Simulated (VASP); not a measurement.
# Li4TaO (Cmmm) in VASP: relaxation of cell and atoms with PBE

Aim: the relaxation of cell and atoms of Li4TaO with PBE.

Everything below comes from runs of VASP 6.6.1. Logs are shortened: lines on timing, memory, paths and dates and some standing lists are left out, and cuts for length are marked.

## 1. The cell of the first run

Symmetry: Cmmm, No. 65, orthorhombic system. The conventional cell has a = 4.815 Å, b = 8.152 Å, c = 3.791 Å, α = 90.00°, β = 90.00°, γ = 90.00°. Li (site symmetry m2m) has 2 Ta at 2.32 Å and 7 Li at 2.35 to 2.79 Å and 3 O at 2.75 Å within 3.1 Å. Li (site symmetry 2/m) has 6 Li at 2.35 to 2.41 Å and 2 Ta at 2.37 Å and 4 O at 3.03 Å within 3.1 Å. Within 3.1 Å of Ta (site symmetry mmm) lie 8 Li at 2.32 to 2.37 Å and 4 O at 3.06 Å. Within 3.6 Å of O (site symmetry mmm) lie 14 Li at 2.75 to 3.03 Å and 4 Ta at 3.06 Å.

The cell was generated, and may not be a known phase.

## 2. Relaxation of cell and atoms, PBE, collinear spin

Contents of INCAR:

```
ALGO = Normal ; EDIFF = 1E-6
EDIFFG = -0.04 ; ENCUT = 600
GGA = PE ; IBRION = 2
ISIF = 3 ; ISMEAR = 0
ISPIN = 2 ; LASPH = T
LCHARG = F ; LMAXMIX = 4
LORBIT = 11 ; LREAL = F
LWAVE = F ; MAGMOM = 0 0 0 0 1 0
NELM = 150 ; NSW = 90
PREC = Accurate ; SIGMA = 0.1
```

Contents of KPOINTS:

```
k-points
0
Gamma
  4 4 4
```

Contents of POSCAR:

```
Li4TaO
1.0
    2.4075844800     -4.0762194400      0.0000000000
    2.4075844800      4.0762194400      0.0000000000
    0.0000000000      0.0000000000      3.7912609700
Li Ta O
4 1 1
Direct
    0.3369979900      0.6630020100      0.0000000000
    0.6630020100      0.3369979900      0.0000000000
    0.5000000000      0.0000000000      0.5000000000
    0.0000000000      0.5000000000      0.5000000000
    0.5000000000      0.5000000000      0.5000000000
    0.0000000000      0.0000000000      0.0000000000
```

Potentials or basis: VASP PAW PBE potentials, release 64 (Li_sv, Ta_pv, O).

Started as:

```
$ cat potpaw_PBE.64/Li_sv/POTCAR potpaw_PBE.64/Ta_pv/POTCAR potpaw_PBE.64/O/POTCAR > POTCAR
$ mpirun -np 1 vasp_std > vasp.out
```

OUTCAR:

```text
EDIFF = 1E-6
   EDIFFG = -0.04
   ENCUT = 600
   GGA = PE
   IBRION = 2
   ISIF = 3
   ISMEAR = 0
   ISPIN = 2
   LASPH = T
   LORBIT = 11
   LREAL = F
   NELM = 150
   NSW = 90
   PREC = Accurate

 ion  position               nearest neighbor table
   1  0.337  0.663  0.000-   5 2.32   5 2.32   3 2.35   3 2.35   4 2.35   4 2.35
   2  0.663  0.337  0.000-   5 2.32   5 2.32   3 2.35   3 2.35   4 2.35   4 2.35
   3  0.500  0.000  0.500-   1 2.35   2 2.35   1 2.35   2 2.35   5 2.37   5 2.37   4 2.41   4 2.41

   4  0.000  0.500  0.500-   1 2.35   2 2.35   1 2.35   2 2.35   5 2.37   5 2.37   3 2.41   3 2.41

   5  0.500  0.500  0.500-   1 2.32   2 2.32   1 2.32   2 2.32   3 2.37   4 2.37   3 2.37   4 2.37

   6  0.000  0.000  0.000-

  LATTYP: Found a base centered orthorhombic cell.
 ALAT       =     4.8151689600
 B/A-ratio  =     1.6930743132
 C/A-ratio  =     0.7873578272

  Lattice vectors:

 A1 = (   2.4075844800,  -4.0762194400,   0.0000000000)
 A2 = (   2.4075844800,   4.0762194400,   0.0000000000)
 A3 = (   0.0000000000,   0.0000000000,   3.7912609700)

Analysis of symmetry for initial positions (statically):
=====================================================================
 Subroutine PRICEL returns:
 Original cell was already a primitive cell.

 Routine SETGRP: Setting up the symmetry group for a
 base centered orthorhombic supercell.

 Subroutine GETGRP returns: Found  8 space group operations
 (whereof  8 operations were pure point group operations)
 out of a pool of  8 trial point group operations.

The static configuration has the point symmetry D_2h.

Analysis of symmetry for dynamics (positions and initial velocities):
=====================================================================
 Subroutine PRICEL returns:
 Original cell was already a primitive cell.

 Routine SETGRP: Setting up the symmetry group for a
 base centered orthorhombic supercell.

 Subroutine GETGRP returns: Found  8 space group operations
 (whereof  8 operations were pure point group operations)
 out of a pool of  8 trial point group operations.

The dynamic configuration has the point symmetry D_2h.

Analysis of structural, dynamic, and magnetic symmetry:
=====================================================================
 Subroutine PRICEL returns:
 Original cell was already a primitive cell.

 Routine SETGRP: Setting up the symmetry group for a
 base centered orthorhombic supercell.

 Subroutine GETGRP returns: Found  8 space group operations
 (whereof  8 operations were pure point group operations)
 out of a pool of  8 trial point group operations.

The overall configuration has the point symmetry D_2h.

 Subroutine INISYM returns: Found  8 space group operations
 (whereof  8 operations are pure point group operations),
 and found     1 'primitive' translations

----------------------------------------------------------------------------------------

                                     Primitive cell

  volume of cell :      74.4137

  direct lattice vectors                    reciprocal lattice vectors
     2.407584480 -4.076219440  0.000000000     0.207677032 -0.122662680  0.000000000
     2.407584480  4.076219440  0.000000000     0.207677032  0.122662680  0.000000000
     0.000000000  0.000000000  3.791260970     0.000000000  0.000000000  0.263764486

  length of vectors
     4.734134340  4.734134340  3.791260970     0.241196772  0.241196772  0.263764486

  position of ions in fractional coordinates (direct lattice)
     0.336997990  0.663002010  0.000000000
     0.663002010  0.336997990  0.000000000
     0.500000000  0.000000000  0.500000000
     0.000000000  0.500000000  0.500000000
     0.500000000  0.500000000  0.500000000
     0.000000000  0.000000000  0.000000000

  ion indices of the primitive-cell ions
   primitive index   ion index
                 1           1
                 2           2
                 3           3
                 4           4
                 5           5
                 6           6

----------------------------------------------------------------------------------------

 KPOINTS: k-points

Automatic generation of k-mesh.
 Grid dimensions read from file:
 generate k-points for:    4    4    4

 Generating k-lattice:

  Cartesian coordinates                     Fractional coordinates (reciprocal lattice)
     0.051919258 -0.030665670  0.000000000     0.250000000  0.000000000  0.000000000
     0.051919258  0.030665670  0.000000000     0.000000000  0.250000000  0.000000000
     0.000000000  0.000000000  0.065941121     0.000000000  0.000000000  0.250000000

  Length of vectors
     0.060299193  0.060299193  0.065941121

  Shift w.r.t. Gamma in fractional coordinates (k-lattice)
     0.000000000  0.000000000  0.000000000

 Subroutine IBZKPT returns following result:
 ===========================================

 Found     21 irreducible k-points:

 Following reciprocal coordinates:
            Coordinates               Weight
  0.000000  0.000000  0.000000      1.000000
  0.250000  0.000000  0.000000      4.000000
  0.500000  0.000000  0.000000      2.000000
  0.250000  0.250000  0.000000      2.000000
  0.500000  0.250000  0.000000      4.000000
 -0.250000  0.250000  0.000000      2.000000
[... 13 lines left out ...]
 -0.250000  0.250000  0.500000      2.000000
  0.500000  0.500000  0.500000      1.000000
   k-points           NKPTS =     21   k-points in BZ     NKDIM =     21   number of bands    NBANDS=     19
   number of dos      NEDOS =    301   number of ions     NIONS =      6
   total plane-waves  NPLWV =  48000
   dimension x,y,z NGX =    40 NGY =   40 NGZ =   30
   dimension x,y,z NGXF=    80 NGYF=   80 NGZF=   60
   ions per type =               4   1   1
   NGX,Y,Z   is equivalent  to a cutoff of  14.05, 14.05, 13.15 a.u.
   NGXF,Y,Z  is equivalent  to a cutoff of  28.09, 28.09, 26.31 a.u.
 SYSTEM =  unknown system
   PREC   = accura    normal or accurate (medium, high low for compatibility)
   ISTART =      0    job   : 0-new  1-cont  2-samecut
   ICHARG =      2    charge: 1-file 2-atom 10-const
   ISPIN  =      2    spin polarized calculation?
   LNONCOLLINEAR =      F non collinear calculations
   LSORBIT =      F    spin-orbit coupling
   LASPH  =      T    aspherical Exc in radial PAW
   ENCUT  =  600.0 eV  44.10 Ry    6.64 a.u.   9.46  9.46  7.57*2*pi/ulx,y,z
   NELM   =    150;   NELMIN=  2; NELMDL= -5     # of ELM steps
   EDIFF  = 0.1E-05   stopping-criterion for ELM
   LREAL  =      F    real-space projection
   EDIFFG = -.4E-01   stopping-criterion for IOM
   NSW    =     90    number of steps for IOM
   IBRION =      2    ionic relax: 0-MD 1-quasi-New 2-CG
   NFREE  =      1    steps in history (QN), initial steepest desc. (CG)
   ISIF   =      3    stress and relaxation
   ISYM   =      2    0-nonsym 1-usesym 2-fastsym
   POTIM  = 0.5000    time-step for ionic-motion
   TEBEG  =    0.0;   TEEND  =   0.0 temperature during run
   PSTRESS=    0.0 pullay stress
   NELECT =      29.0000    total number of electrons
   NUPDOWN=      -1.0000    fix difference up-down
   EMIN   =  10.00;   EMAX   =-10.00  energy-range for DOS
   EFERMI =   0.00;   METHOD = LEGACY
   ISMEAR =     0;   SIGMA  =   0.10  broadening in eV -4-tet -1-fermi 0-gaus
   EFERMI_NEDOS =   21; number of points for ismear=-14 and -15
   IALGO  =     38    algorithm
   IMIX   =      4    mixing-type and parameters
     AMIX     =   0.40;   BMIX     =  1.00
     AMIX_MAG =   1.60;   BMIX_MAG =  1.00
  volume/ion in A,a.u.               =      12.40        83.69
  Fermi-wavevector in a.u.,A,eV,Ry     =   1.195795  2.259724 19.455306  1.429925
  Thomas-Fermi vector in A             =   2.331751
   LORBIT       =     11    0 simple, 1 ext, 2 COOP (PROOUT), +10 PAW based schemes
   GGA     = PE    functional components
   LHFCALC =     F    Hartree Fock is set to
   AEXX    =    0.0000 exact exchange contribution
   IVDW    =     0    specifies the selected vdW correction
   LEPSILON=     F    determine dielectric tensor
   LRPA    =     F    only Hartree local field effects (RPA)
 conjugate gradient relaxation of ions
 spin polarized calculation
 Gauss-broadening in eV      SIGMA  =   0.10
  energy-cutoff  :      600.00
  volume of cell :       74.41
 maximum number of plane-waves:      2509
 NGX is ok and might be reduce to    40
   NGX = 19   NGY = 19   NGZ = 15

--------------------------------------- Ionic step        1  -------------------------------------------

 number of electron      28.9999997 magnetization       1.7978679

 Free energy of the ion-electron system (eV)
  ---------------------------------------------------
  ext. energy  EPLUGINS =         0.00000000
  ---------------------------------------------------
  free energy    TOTEN  =       -17.07978848 eV

  energy without entropy =      -17.06262057  energy(sigma->0) =      -17.07120453

------------------------ aborting loop because EDIFF is reached ----------------------------------------

  FORCE on cell =-STRESS in cart. coord.  units (eV):
  Direction    XX          YY          ZZ          XY          YZ          ZX
  --------------------------------------------------------------------------------------
  -------------------------------------------------------------------------------------
  Total        0.5193816     11.2140958     11.2635480      0.0000000      0.0000000      0.0000000
  in kB       11.1826398    241.4471473    242.5118868      0.0000000      0.0000000      0.0000000
  external PRESSURE =     165.0472246 kB  Pullay stress =       0.0000000 kB
[... 1964 lines left out ...]
      6     -30.7803      1.00000
[... 11 lines left out ...]
     18       7.3420      0.00000
     19       7.5076      0.00000

[... ionic steps 4 to 22 ...]

--------------------------------------- Ionic step       23  -------------------------------------------

 number of electron      28.9999989 magnetization       0.7292355

------------------------ aborting loop because EDIFF is reached ----------------------------------------
[... 75 lines left out ...]
--------------------------------------- Ionic step       25  -------------------------------------------

 number of electron      29.0000010 magnetization       0.7546926

 Free energy of the ion-electron system (eV)
  ---------------------------------------------------
  ext. energy  EPLUGINS =         0.00000000
  ---------------------------------------------------
  free energy    TOTEN  =       -21.75523677 eV

  energy without entropy =      -21.74874281  energy(sigma->0) =      -21.75198979

 E-fermi :   3.7298     XC(G=0):  -9.8829

 val. band max:        3.7029081171   @ k =  -0.2500   0.2500   0.0000
 cond. band min:       3.7532891967   @ k =   0.0000   0.0000   0.2500
 fundamental gap:      0.0503810797
 Fermi energy:         3.7297780029
[... 960 lines left out ...]
  FREE ENERGIE OF THE ION-ELECTRON SYSTEM (eV)
  ---------------------------------------------------
  free  energy   TOTEN  =       -21.7552367674 eV

  energy  without entropy=      -21.7487428069  energy(sigma->0) =      -21.75198979

 reached required accuracy - stopping structural energy minimisation

 total charge

# of ion       s       p       d       tot
------------------------------------------
    1        2.033   0.081   0.000   2.114
    2        2.033   0.081   0.000   2.114
    3        2.056   0.146   0.000   2.202
    4        2.056   0.146   0.000   2.202
    5        0.355   6.054   2.237   8.645
    6        1.576   3.338   0.000   4.914
--------------------------------------------------
tot         10.108   9.847   2.237  22.192

 magnetization (x)

# of ion       s       p       d       tot
------------------------------------------
    1        0.002   0.003   0.000   0.004
    2        0.002   0.003   0.000   0.004
    3       -0.002  -0.005   0.000  -0.007
    4       -0.002  -0.005   0.000  -0.007
    5        0.017   0.023   0.542   0.582
    6        0.004  -0.022   0.000  -0.019
--------------------------------------------------
tot          0.020  -0.003   0.542   0.559
```

Wall time 20 min (1 thread of Intel Xeon Platinum 8488C (Sapphire Rapids), shared host); peak memory 0.3 GiB.

Results:

- Free energy: -21.7552 eV
- Relaxed volume: 11.99 Å³/atom
- Relaxed cell: a = 5.534 Å, b = 5.534 Å, c = 4.513 Å, α = 90.00°, β = 90.00°, γ = 148.64°
- Space group after relaxing (to 0.1 Å): Cmmm (No. 65)
- Energy gained by relaxing: 779.2 meV/atom
- Ionic steps: 25
- Pressure after relaxing: -0.1 GPa
- Largest force after relaxing: 0.018 eV/Å
- Net moment: 0.75 μB per cell
- Site moments: Li +0.00, -0.01 (each value once); Ta +0.58; O -0.02 μB
- Valence electrons inside the program's atomic spheres: Li 2.11, 2.20 (each value once); Ta 8.64; O 4.91

Forces on the atoms (eV/Å):
```
Li   0.000 -0.018  0.000
Li   0.000  0.018  0.000
Li   0.000  0.000  0.000
Li   0.000  0.000  0.000
Ta   0.000  0.000  0.000
O    0.000  0.000  0.000
```

The path:
```tsv
step	energy change (eV)	largest force (eV/Å)	pressure (GPa)	volume (Å³)
1	0.0000	1.6183	16.50	74.41
2	-1.4751	0.4868	4.11	88.84
3	-1.7768	0.0593	-0.35	98.43
4	-1.7944	0.0459	-1.45	101.50
5	-1.8866	0.1746	-1.44	99.54
6	-2.1498	0.6037	-1.38	93.34
7	-2.7043	1.8606	-1.94	79.45
8	-2.7490	1.9351	-1.82	78.70
9	-2.8667	2.1497	-1.36	76.43
10	-2.9420	2.5859	1.00	71.74
11	-3.0986	2.5339	1.97	70.45
12	-3.2945	2.2001	6.31	66.88
13	-3.6576	1.8370	5.25	67.31
14	-4.4615	0.8411	2.81	68.44
15	-4.3447	0.9509	2.00	69.99
16	-4.6488	0.0747	1.84	69.29
17	-4.6514	0.0060	1.88	69.23
18	-4.6515	0.0313	1.91	69.19
19	-4.6609	0.0745	1.21	69.85
20	-4.6681	0.1897	-0.46	71.63
21	-4.6687	0.1667	-0.14	71.28
22	-4.6709	0.1367	0.01	71.29
23	-4.6730	0.0722	0.35	71.31
24	-4.6747	0.0476	0.14	71.59
25	-4.6754	0.0176	-0.11	71.93
```

Final structure:
```yaml
crystal:
  lattice:
    - [1.49578, -5.32808, 0.00000]
    - [1.49578, 5.32808, 0.00000]
    - [0.00000, 0.00000, 4.51271]
  atoms:
    - { symbol: Li, position: [0.37100, 0.62900, 0.00000] }
    - { symbol: Li, position: [0.62900, 0.37100, 0.00000] }
    - { symbol: Li, position: [0.50000, 0.00000, 0.50000] }
    - { symbol: Li, position: [0.00000, 0.50000, 0.50000] }
    - { symbol: Ta, position: [0.50000, 0.50000, 0.50000] }
    - { symbol: O, position: [0.00000, 0.00000, 0.00000] }
```

Levels at points of the mesh, in eV from the Fermi level:
Spin up:
| k point | band 12 | band 13 | band 14 | band 15 | band 16 | band 17 | band 18 | band 19 |
| --- | --- | --- | --- | --- | --- | --- | --- | --- |
| (0.00, 0.00, 0.00) | -3.10 | -2.33 | -1.14 | -0.29 | -0.06 | 0.10 | 1.41 | 2.14 |
| (0.50, 0.00, 0.00) | -1.24 | -1.06 | -0.43 | 0.14 | 2.12 | 2.19 | 2.35 | 3.09 |
| (0.50, 0.50, 0.00) | -3.11 | -2.23 | -2.03 | -1.52 | -0.03 | 2.14 | 2.37 | 2.65 |
| (0.00, 0.00, 0.50) | -2.56 | -2.34 | -2.04 | -1.21 | 0.29 | 2.48 | 2.57 | 2.94 |
| (0.50, 0.00, 0.50) | -1.89 | -1.74 | -0.63 | -0.19 | 0.24 | 1.54 | 1.95 | 2.58 |
| (0.50, 0.50, 0.50) | -2.74 | -2.00 | -1.59 | -1.56 | 1.03 | 2.42 | 2.93 | 3.26 |
Spin down:
```csv
k point,band 11,band 12,band 13,band 14,band 15,band 16,band 17,band 18
"(0.00, 0.00, 0.00)",-4.02,-3.13,-1.55,-0.63,-0.25,0.03,0.41,1.48
"(0.50, 0.00, 0.00)",-4.31,-1.07,-0.86,0.10,0.15,2.29,2.41,2.79
"(0.50, 0.50, 0.00)",-4.00,-3.13,-1.96,-1.57,-1.24,0.42,2.45,2.63
"(0.00, 0.00, 0.50)",-3.40,-2.46,-2.44,-1.14,-1.11,0.76,2.74,2.87
"(0.50, 0.00, 0.50)",-3.90,-1.65,-1.43,-0.33,0.30,0.68,1.60,1.85
"(0.50, 0.50, 0.50)",-3.41,-2.62,-1.62,-1.56,-1.08,1.49,2.96,3.22
```

Caveat: the k points lie up to 0.55 Å⁻¹ apart in the final cell; the cutoff is under 1.25 times the usual one of these potentials, so pressure, stress and relaxed cells hold a basis-set (Pulay) error; atoms lie so close that the PAW spheres overlap strongly, which falsifies energies and pressures; a moment this small can come from the mesh or the smearing; a cell axis changed by over 15 % at a fixed basis, so the end point is rough; spin-orbit coupling is left out, which moves the levels of the heavy elements.
